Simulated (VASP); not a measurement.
Wanted: the native input for a VASP 6.6.1 run.

```yaml
Task: relaxation of cell and atoms
Functional: PBE
Potentials_or_basis: VASP PAW PBE potentials, release 64 (K_sv, F)
Cutoff: 600 eV
k_mesh: 11 × 11 × 11
Occupations: fermi-dirac, width 0.05 eV
Spin: no spin polarisation
Dipole_correction: no
Further_INCAR_settings: ALGO = Normal; EDIFF = 1e-07; IBRION = 2; EDIFFG = -0.005; NSW = 100; ISIF = 3
```

The structure of KF (zincblende type) lies in POSCAR:

```
KF
1.0
    0.0000000000      2.5884303890      2.5884303890
    2.5884303890      0.0000000000      2.5884303890
    2.5884303890      2.5884303890      0.0000000000
K F
1 1
Direct
    0.0000000000      0.0000000000      0.0000000000
    0.2500000000      0.2500000000      0.2500000000
```

The input as run:

INCAR

```
  PREC = Accurate
  ENCUT = 600
  EDIFF = 1E-7
  ISMEAR = -1
  SIGMA = 0.05
  LREAL = False
  LASPH = True
  NELM = 120
  ALGO = Normal
  ISIF = 3
  LWAVE = False
  LCHARG = False
  GGA = PE
  IBRION = 2
  NSW = 100
  EDIFFG = -0.005
  GGA_COMPAT = False
  NELMIN = 4
```

KPOINTS

```
regular mesh
0
Gamma
  11 11 11
```

Potentials or basis: VASP PAW PBE potentials, release 64 (K_sv, F).

Run with:

```console
$ cat potpaw_PBE.64/K_sv/POTCAR potpaw_PBE.64/F/POTCAR > POTCAR
$ mpirun -np 1 vasp_std > vasp.out
```

Results of the run:

```
Relaxed volume                        : 25.71 Å³/atom
Relaxed cell                          : a = 4.174 Å, b = 4.174 Å, c = 4.174 Å, α = 60.00°, β = 60.00°, γ = 60.00°
Space group after relaxing (to 0.1 Å) : F-43m (No. 216)
Energy gained by relaxing             : 432.7 meV/atom
Ionic steps                           : 4
Pressure after relaxing               : 0.0 GPa
Band gap on the k mesh                : 5.12 eV (least direct gap 5.31 eV)
```

Caveat: the volume moved by over 15 % at a fixed basis, so the end points are rough; an odd mesh through Γ misses points on the zone boundary, where band edges can lie.

Wall time 2.7 min on 1 thread of Intel Xeon 8259CL, on a shared host, peak memory 0.19 GiB.
